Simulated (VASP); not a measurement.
Runs of VASP 6.6.1 on AlN. The structure is that of space group F-43m (No. 216), or close to it. The cells are those of the table. 

| task | level | cell | k mesh | cutoff (eV) | smearing | grid for exact exchange (PRECFOCK) | share of exact exchange | screening parameter | gap on the mesh (eV) | pressure (GPa) | relaxed volume (Å³/atom) |
| --- | --- | --- | --- | --- | --- | --- | --- | --- | --- | --- | --- |
| single point | HSE06 | a = 3.090 Å, angles 60.0°, 2 atoms | 8 × 8 × 8 | 520 | gaussian 0.01 eV | Normal | 0.25 | 0.2079 1/Å | (b) | (a) | - |
| relaxation of cell and atoms | r2SCAN | relaxed from a = 3.113 Å, angles 60.0°, 2 atoms | 10 × 10 × 10 | 600 | fermi-dirac 0.02 eV | - | - | - | 3.94 | 0.0 | 10.41 |
| dielectric tensor | PBE | a = 3.090 Å, angles 60.0°, 2 atoms | 8 × 8 × 8 | 520 | gaussian 0.01 eV | - | - | - | (c) | - | - |
| dielectric tensor | r2SCAN | a = 3.090 Å, angles 60.0°, 2 atoms | 8 × 8 × 8 | 520 | gaussian 0.01 eV | - | - | - | 3.93 | - | - |
| single point | HSE06 | a = 3.087 Å, angles 60.0°, 2 atoms | 6 × 6 × 6 | 520 | fermi-dirac 0.02 eV | Normal | 0.25 | 0.2079 1/Å | 4.56 | -0.2 | - |
| relaxation of cell and atoms | HSE06 | relaxed from a = 3.090 Å, angles 60.0°, 2 atoms | 6 × 6 × 6 | 600 | fermi-dirac 0.02 eV | Normal | 0.25 | 0.2079 1/Å | 4.56 | 0.0 | 10.39 |

Alike in all rows: potentials or basis VASP PAW PBE potentials, release 64 (Al, N); no spin polarisation.

Problem. Estimate the missing entries.

Solution. (a) -0.8; (b) 4.55; (c) 3.32.

Caveats: the PAW data sets were made with another functional, which shifts forces and pressure a little (at least some runs).

A k mesh can miss the band edges.
